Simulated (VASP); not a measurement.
Wanted: the native input for a VASP 6.6.1 run.

| Property | Result |
| --- | --- |
| Task | single point |
| Functional | PBE0 |
| Potentials or basis | VASP PAW PBE potentials, release 64 (Ta_sv_GW) |
| Cutoff | 400 eV |
| k mesh | 6 × 6 × 6 |
| Occupations | fermi-dirac, width 0.05 eV |
| Spin | no spin polarisation |
| Dipole correction | no |
| Grid for exact exchange (PRECFOCK) | Normal |
| Further INCAR settings | ALGO = Normal; EDIFF = 1e-06; NBANDS = 12 |
| Share of exact exchange | 0.25 |

Crystal: Ta.

```
CELL_PARAMETERS angstrom
-1.64020 1.64020 1.64020
1.64020 -1.64020 1.64020
1.64020 1.64020 -1.64020
ATOMIC_POSITIONS crystal
Ta 0.00000 0.00000 0.00000
```

The input as run:

POSCAR

```
Ta
1.0
   -1.6401972500      1.6401972500      1.6401972500
    1.6401972500     -1.6401972500      1.6401972500
    1.6401972500      1.6401972500     -1.6401972500
Ta
1
Direct
    0.0000000000      0.0000000000      0.0000000000
```

INCAR.step1

```
SYSTEM = Ta
  ALGO = Normal
  EDIFF = 1E-5
  ENCUT = 400
  GGA = PE
  GGA_COMPAT = .FALSE.
  ISIF = 2
  ISMEAR = -1
  LASPH = .TRUE.
  LCHARG = .FALSE.
  LREAL = .FALSE.
  LWAVE = .TRUE.
  NBANDS = 12
  NELM = 120
  PREC = Accurate
  SIGMA = 0.05
```

INCAR.step2

```
SYSTEM = Ta
  AEXX = 0.25
  ALGO = Normal
  EDIFF = 1E-6
  ENCUT = 400
  GGA = PE
  GGA_COMPAT = .FALSE.
  ISIF = 2
  ISMEAR = -1
  ISTART = 1
  LASPH = .TRUE.
  LCHARG = .FALSE.
  LHFCALC = .TRUE.
  LREAL = .FALSE.
  LWAVE = .FALSE.
  NBANDS = 12
  NELM = 120
  PREC = Accurate
  PRECFOCK = Normal
  SIGMA = 0.05
```

KPOINTS

```
k-points
0
G
  6 6 6
  0 0 0
```

Potentials or basis: VASP PAW PBE potentials, release 64 (Ta_sv_GW).

Command:

```sh
$ cat potpaw_PBE.64/Ta_sv_GW/POTCAR > POTCAR
$ cp INCAR.step1 INCAR
$ mpirun -np 1 vasp_std > vasp.out
$ cp INCAR.step2 INCAR
$ mpirun -np 1 vasp_std > vasp.out
```

It gave:

```json
{
 "Pressure": "5.3 GPa",
 "Band gap on the k mesh": "zero (an odd number of electrons rules out a gap without spin polarisation)"
}
```

Caveat: the k points lie up to 0.45 Å⁻¹ apart, too coarse for converged energies and pressures of a metal; the PAW data sets were made with another functional, which shifts forces and pressure a little; spin-orbit coupling is left out, which moves the levels of the heavy elements.

It took 3.7 min on 1 thread of Intel(R) Xeon(R) Platinum 8488C (Sapphire Rapids), on a shared host, peak memory 0.13 GiB.
